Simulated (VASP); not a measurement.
# BAs (F-43m) in VASP: notebook

The runs below take BAs through single point, with PBE.

Everything below comes from runs of VASP 6.6.1. Logs are shortened: lines on timing, memory, paths and dates and some standing lists are left out, and cuts for length are marked.

## Step 1: The cell of the first run

It takes space group F-43m (No. 216, cubic). The conventional cell has a = 4.856 Å, b = 4.856 Å, c = 4.856 Å, α = 90.00°, β = 90.00°, γ = 90.00°. Within 2.8 Å of B (site symmetry -43m) lie 4 As at 2.10 Å. As (site symmetry -43m) has 4 B at 2.10 Å within 2.8 Å.

## Step 2: Single point, PBE (volume scaled by 1.03)

File INCAR:

```
PREC = Accurate ; ENCUT = 520
EDIFF = 1E-7 ; ISMEAR = 0
SIGMA = 0.02 ; LREAL = False
LASPH = True ; NELM = 100
ALGO = Normal ; ISIF = 2
LWAVE = False ; LCHARG = False
GGA = PE ; NBANDS = 11
```

File KPOINTS:

```
regular mesh
0
Gamma
  10 10 10
```

File POSCAR:

```
BAs
1.0
    0.0000000000      2.4282187665      2.4282187665
    2.4282187665      0.0000000000      2.4282187665
    2.4282187665      2.4282187665      0.0000000000
B As
1 1
Direct
    0.0000000000      0.0000000000      0.0000000000
    0.2500000000      0.2500000000      0.2500000000
```

Potentials or basis: VASP PAW PBE potentials, release 64 (B, As).

Launch:

```sh
$ cat potpaw_PBE.64/B/POTCAR potpaw_PBE.64/As/POTCAR > POTCAR
$ mpirun -np 1 vasp_std > vasp.out
```

OUTCAR:

```text
PREC = Accurate
   ENCUT = 520
   EDIFF = 1E-7
   ISMEAR = 0
   LREAL = False
   LASPH = True
   NELM = 100
   ISIF = 2
   GGA = PE

 ion  position               nearest neighbor table
   1  0.000  0.000  0.000-   2 2.10   2 2.10   2 2.10   2 2.10
   2  0.250  0.250  0.250-   1 2.10   1 2.10   1 2.10   1 2.10

  LATTYP: Found a face centered cubic cell.
 ALAT       =     4.8564375330

  Lattice vectors:

 A1 = (   0.0000000000,   2.4282187665,   2.4282187665)
 A2 = (   2.4282187665,   0.0000000000,   2.4282187665)
 A3 = (   2.4282187665,   2.4282187665,   0.0000000000)

Analysis of symmetry for initial positions (statically):
=====================================================================
 Subroutine PRICEL returns:
 Original cell was already a primitive cell.

 Routine SETGRP: Setting up the symmetry group for a
 face centered cubic supercell.

 Subroutine GETGRP returns: Found 24 space group operations
 (whereof 24 operations were pure point group operations)
 out of a pool of 48 trial point group operations.

The static configuration has the point symmetry T_d .

Analysis of symmetry for dynamics (positions and initial velocities):
=====================================================================
 Subroutine PRICEL returns:
 Original cell was already a primitive cell.

 Routine SETGRP: Setting up the symmetry group for a
 face centered cubic supercell.

 Subroutine GETGRP returns: Found 24 space group operations
 (whereof 24 operations were pure point group operations)
 out of a pool of 48 trial point group operations.

The dynamic configuration has the point symmetry T_d .

 Subroutine INISYM returns: Found 24 space group operations
 (whereof 24 operations are pure point group operations),
 and found     1 'primitive' translations

----------------------------------------------------------------------------------------

                                     Primitive cell

  volume of cell :      28.6348

  direct lattice vectors                    reciprocal lattice vectors
     0.000000000  2.428218767  2.428218767    -0.205912254  0.205912254  0.205912254
     2.428218767  0.000000000  2.428218767     0.205912254 -0.205912254  0.205912254
     2.428218767  2.428218767  0.000000000     0.205912254  0.205912254 -0.205912254

  length of vectors
     3.434019912  3.434019912  3.434019912     0.356650486  0.356650486  0.356650486

  position of ions in fractional coordinates (direct lattice)
[... 82 lines left out ...]
   NSW    =      0    number of steps for IOM
   IBRION =     -1    ionic relax: 0-MD 1-quasi-New 2-CG
   NFREE  =      0    steps in history (QN), initial steepest desc. (CG)
   ISIF   =      2    stress and relaxation
   ISYM   =      2    0-nonsym 1-usesym 2-fastsym
   POTIM  = 0.5000    time-step for ionic-motion
   TEBEG  =    0.0;   TEEND  =   0.0 temperature during run
   PSTRESS=    0.0 pullay stress
   NELECT =       8.0000    total number of electrons
   NUPDOWN=      -1.0000    fix difference up-down
   EMIN   =  10.00;   EMAX   =-10.00  energy-range for DOS
   EFERMI =   0.00;   METHOD = LEGACY
   ISMEAR =     0;   SIGMA  =   0.02  broadening in eV -4-tet -1-fermi 0-gaus
   EFERMI_NEDOS =   21; number of points for ismear=-14 and -15
   IALGO  =     38    algorithm
   IMIX   =      4    mixing-type and parameters
     AMIX     =   0.40;   BMIX     =  1.00
     AMIX_MAG =   1.60;   BMIX_MAG =  1.00
  volume/ion in A,a.u.               =      14.32        96.62
  Fermi-wavevector in a.u.,A,eV,Ry     =   1.070222  2.022425 15.583761  1.145374
  Thomas-Fermi vector in A             =   2.205925
   LORBIT       =      0    0 simple, 1 ext, 2 COOP (PROOUT), +10 PAW based schemes
   GGA     = PE    functional components
   LHFCALC =     F    Hartree Fock is set to
   AEXX    =    0.0000 exact exchange contribution
   IVDW    =     0    specifies the selected vdW correction
   LEPSILON=     F    determine dielectric tensor
   LRPA    =     F    only Hartree local field effects (RPA)
 non-spin polarized calculation
 Gauss-broadening in eV      SIGMA  =   0.02
  energy-cutoff  :      520.00
  volume of cell :       28.63
 maximum number of plane-waves:       785
 NGX is ok and might be reduce to    28
   NGX = 13   NGY = 13   NGZ = 13

 number of electron       7.9999999 magnetization

 Free energy of the ion-electron system (eV)
  ---------------------------------------------------
  ext. energy  EPLUGINS =         0.00000000
  ---------------------------------------------------
  free energy    TOTEN  =       -11.40687739 eV

  energy without entropy =      -11.40687739  energy(sigma->0) =      -11.40687739

 E-fermi :   5.7432     XC(G=0): -10.3711

 val. band max:        5.5914238244   @ k =   0.0000   0.0000   0.0000
 cond. band min:       6.8166624229   @ k =   0.4000   0.4000   0.0000
 fundamental gap:      1.2252385985
 Fermi energy:         5.7431582840

 k-point     1 :       0.0000    0.0000    0.0000
  band No.  band energies     occupation
      1      -9.3681      2.00000
      2       5.5914      2.00000
      3       5.5914      2.00000
      4       5.5914      2.00000
      5       8.8075      0.00000
      6       8.8075      0.00000
      7       8.8075      0.00000
      8       9.6583      0.00000
      9      14.9410      0.00000
     10      18.3449      0.00000
     11      18.3449      0.00000
[... 309 lines left out ...]
 k-point    24 :       0.4000    0.3000    0.0000
  band No.  band energies     occupation
      1      -6.8583      2.00000
      2      -0.7359      2.00000
      3       1.8172      2.00000
      4       2.2816      2.00000
      5       7.3124      0.00000
      6       8.9649      0.00000
      7      14.0815      0.00000
      8      14.3383      0.00000
      9      17.2198      0.00000
     10      20.7901      0.00000
     11      21.1451      0.00000

 [... further k-points ...]
[... 5 lines left out ...]
  --------------------------------------------------------------------------------------
  -------------------------------------------------------------------------------------
  Total       -0.5547844     -0.5547844     -0.5547844     -0.0000000     -0.0000000      0.0000000
  in kB      -31.0414042    -31.0414042    -31.0414042     -0.0000000     -0.0000000      0.0000000
  external PRESSURE =     -31.0414042 kB  Pullay stress =       0.0000000 kB

 VOLUME and BASIS-vectors are now :
 -----------------------------------------------------------------------------
  energy-cutoff  :      520.00
  volume of cell :       28.63
      direct lattice vectors                 reciprocal lattice vectors
     0.000000000  2.428218767  2.428218767    -0.205912254  0.205912254  0.205912254
     2.428218767  0.000000000  2.428218767     0.205912254 -0.205912254  0.205912254
     2.428218767  2.428218767  0.000000000     0.205912254  0.205912254 -0.205912254

 POSITION                                       TOTAL-FORCE (eV/Angst)
 -----------------------------------------------------------------------------------
      0.00000      0.00000      0.00000         0.000000     -0.000000      0.000000
      1.21411      1.21411      1.21411        -0.000000      0.000000     -0.000000
 -----------------------------------------------------------------------------------
    total drift:                               -0.000000     -0.000000     -0.000000

  FREE ENERGIE OF THE ION-ELECTRON SYSTEM (eV)
  ---------------------------------------------------
  free  energy   TOTEN  =       -11.4068773914 eV

  energy  without entropy=      -11.4068773914  energy(sigma->0) =      -11.40687739
```

stdout:

```text
POSCAR found type information on POSCAR B As
 POSCAR found :  2 types and       2 ions
 scaLAPACK will be used
 LDA part: xc-table for (Slater+PW92), standard interpolation
 POSCAR, INCAR and KPOINTS ok, starting setup
 FFT: planning ... GRIDC
 FFT: planning ... GRID_SOFT
 FFT: planning ... GRID
 WAVECAR not read
 entering main loop
```

It took 7.2 s on 1 thread of Intel Xeon 6975P-C (Granite Rapids), shared host; peak memory 0.16 GiB.

What came out:

* Free energy: -11.4069 eV
* Pressure: -3.1 GPa
* Band gap on the k mesh: 1.23 eV, indirect (least direct gap 3.22 eV)

 A k mesh can miss the band edges.

## Step 3: Single point, PBE (volume scaled by 1.06)

File INCAR:

```
ALGO = Normal ; EDIFF = 1E-6
ENCUT = 520 ; GGA = PE
ISIF = 2 ; ISMEAR = 0
LASPH = True ; LCHARG = False
LREAL = False ; LWAVE = False
NBANDS = 11 ; NELM = 100
PREC = Accurate ; SIGMA = 0.02
```

File KPOINTS:

```
k-points
0
Gamma
  10 10 10
```

File POSCAR:

```
BAs
1.0
    0.0000000000      2.4515684562      2.4515684562
    2.4515684562      0.0000000000      2.4515684562
    2.4515684562      2.4515684562      0.0000000000
B As
1 1
Direct
    0.0000000000      0.0000000000      0.0000000000
    0.2500000000      0.2500000000      0.2500000000
```

Potentials or basis: VASP PAW PBE potentials, release 64 (B, As).

Launch:

```sh
$ cat potpaw_PBE.64/B/POTCAR potpaw_PBE.64/As/POTCAR > POTCAR
$ mpirun -np 1 vasp_std > vasp.out
```

Run time: 6.6 s. Hardware: 1 thread of Intel Xeon 6975P-C (Granite Rapids), shared host; peak memory 0.16 GiB.

It converged, with:

| Property | Result |
| --- | --- |
| Free energy | -11.3823 eV |
| Pressure | -6.3 GPa |
| Band gap on the k mesh | 1.25 eV, indirect (least direct gap 3.18 eV) |

Levels at points of the mesh, in eV from the valence-band top:
| k point | band 2 | band 3 | band 4 | band 5 | band 6 | band 7 |
| --- | --- | --- | --- | --- | --- | --- |
| (0.00, 0.00, 0.00) | 0.00 | 0.00 | 0.00 | 3.18 | 3.18 | 3.18 |
| (0.50, 0.00, 0.00) | -8.24 | -1.69 | -1.69 | 2.25 | 4.69 | 4.69 |
| (0.50, 0.50, 0.00) | -8.11 | -3.76 | -3.76 | 1.51 | 1.52 | 10.63 |

 A k mesh can miss the band edges.

## Step 4: Single point, PBE (volume scaled by 1.10)

File INCAR:

```
PREC = Accurate ; ENCUT = 520
EDIFF = 1E-6 ; ISMEAR = 0
SIGMA = 0.02 ; LREAL = False
LASPH = True ; NELM = 60
ALGO = Normal ; ISIF = 2
LWAVE = False ; LCHARG = False
GGA = PE ; NBANDS = 11
```

File KPOINTS:

```
regular mesh
0
Gamma
  10 10 10
```

File POSCAR:

```
BAs
1.0
    0.0000000000      2.4820258371      2.4820258371
    2.4820258371      0.0000000000      2.4820258371
    2.4820258371      2.4820258371      0.0000000000
B As
1 1
Direct
    0.0000000000      0.0000000000      0.0000000000
    0.2500000000      0.2500000000      0.2500000000
```

Potentials or basis: VASP PAW PBE potentials, release 64 (B, As).

Launch:

```sh
$ cat potpaw_PBE.64/B/POTCAR potpaw_PBE.64/As/POTCAR > POTCAR
$ mpirun -np 1 vasp_std > vasp.out
```

OUTCAR:

```text
PREC = Accurate
   ENCUT = 520
   EDIFF = 1E-6
   ISMEAR = 0
   LREAL = False
   LASPH = True
   NELM = 60
   ISIF = 2
   GGA = PE

 ion  position               nearest neighbor table
   1  0.000  0.000  0.000-   2 2.15   2 2.15   2 2.15   2 2.15
   2  0.250  0.250  0.250-   1 2.15   1 2.15   1 2.15   1 2.15

  LATTYP: Found a face centered cubic cell.
 ALAT       =     4.9640516742

  Lattice vectors:

 A1 = (   0.0000000000,   2.4820258371,   2.4820258371)
 A2 = (   2.4820258371,   0.0000000000,   2.4820258371)
[... 514 lines left out ...]
      7      12.9697      0.00000
      8      13.2454      0.00000
      9      16.0033      0.00000
     10      19.3429      0.00000
     11      20.0619      0.00000

 [... further k-points ...]
[... 5 lines left out ...]
  --------------------------------------------------------------------------------------
  -------------------------------------------------------------------------------------
  Total       -1.8851279     -1.8851279     -1.8851279      0.0000000      0.0000000      0.0000000
  in kB      -98.7648743    -98.7648743    -98.7648743      0.0000000      0.0000000      0.0000000
  external PRESSURE =     -98.7648743 kB  Pullay stress =       0.0000000 kB

 VOLUME and BASIS-vectors are now :
 -----------------------------------------------------------------------------
  energy-cutoff  :      520.00
  volume of cell :       30.58
      direct lattice vectors                 reciprocal lattice vectors
     0.000000000  2.482025837  2.482025837    -0.201448346  0.201448346  0.201448346
     2.482025837  0.000000000  2.482025837     0.201448346 -0.201448346  0.201448346
     2.482025837  2.482025837  0.000000000     0.201448346  0.201448346 -0.201448346

 POSITION                                       TOTAL-FORCE (eV/Angst)
 -----------------------------------------------------------------------------------
      0.00000      0.00000      0.00000        -0.000000     -0.000000     -0.000000
      1.24101      1.24101      1.24101         0.000000      0.000000      0.000000
 -----------------------------------------------------------------------------------
    total drift:                                0.000000      0.000000      0.000000

  FREE ENERGIE OF THE ION-ELECTRON SYSTEM (eV)
  ---------------------------------------------------
  free  energy   TOTEN  =       -11.3258796821 eV

  energy  without entropy=      -11.3258796821  energy(sigma->0) =      -11.32587968
```

OSZICAR:

```text
N       E                     dE             d eps       ncg     rms          rms(c)
DAV:   1     0.111807822421E+02    0.11181E+02   -0.36816E+03  1034   0.631E+02
DAV:   2    -0.110266952405E+02   -0.22207E+02   -0.21063E+02  1323   0.970E+01
DAV:   3    -0.117638130834E+02   -0.73712E+00   -0.73510E+00  1281   0.167E+01
DAV:   4    -0.117658987371E+02   -0.20857E-02   -0.20856E-02  1144   0.103E+00
DAV:   5    -0.117659025793E+02   -0.38422E-05   -0.38422E-05  1258   0.474E-02    0.417E+00
DAV:   6    -0.113663442992E+02    0.39956E+00   -0.12551E+00  1085   0.425E+00    0.205E+00
DAV:   7    -0.113304896651E+02    0.35855E-01   -0.11855E-01  1206   0.174E+00    0.895E-01
DAV:   8    -0.113254081074E+02    0.50816E-02   -0.17268E-02  1154   0.733E-01    0.870E-02
DAV:   9    -0.113257088335E+02   -0.30073E-03   -0.82240E-04  1163   0.153E-01    0.476E-02
DAV:  10    -0.113258721900E+02   -0.16336E-03   -0.19842E-04  1089   0.844E-02    0.110E-02
DAV:  11    -0.113258790743E+02   -0.68843E-05   -0.68230E-06  1284   0.170E-02    0.813E-03
DAV:  12    -0.113258796821E+02   -0.60777E-06   -0.29219E-06  1073   0.937E-03
   1 F= -.11325880E+02 E0= -.11325880E+02  d E =-.821184E-13
```

It took 6.7 s on 1 thread of Intel Xeon 6975P-C (Granite Rapids), shared host; peak memory 0.16 GiB.

What came out:

- Free energy: -11.3259 eV
- Pressure: -9.9 GPa
- Band gap on the k mesh: 1.29 eV, indirect (least direct gap 3.14 eV)

 A k mesh can miss the band edges.

## Step 5: Summary

```csv
cell,gap on the mesh (eV),pressure (GPa)
"a = 3.434 Å, angles 60.0°, 2 atoms",1.23,-3.1
"a = 3.467 Å, angles 60.0°, 2 atoms",1.25,-6.3
"a = 3.510 Å, angles 60.0°, 2 atoms",1.29,-9.9
```

Alike in all rows: task single point; level PBE; potentials or basis VASP PAW PBE potentials, release 64 (B, As); no spin polarisation; k mesh 10 × 10 × 10; cutoff (eV) 520; smearing gaussian 0.02 eV.

Absolute energies hang on the potentials; compare differences alone.
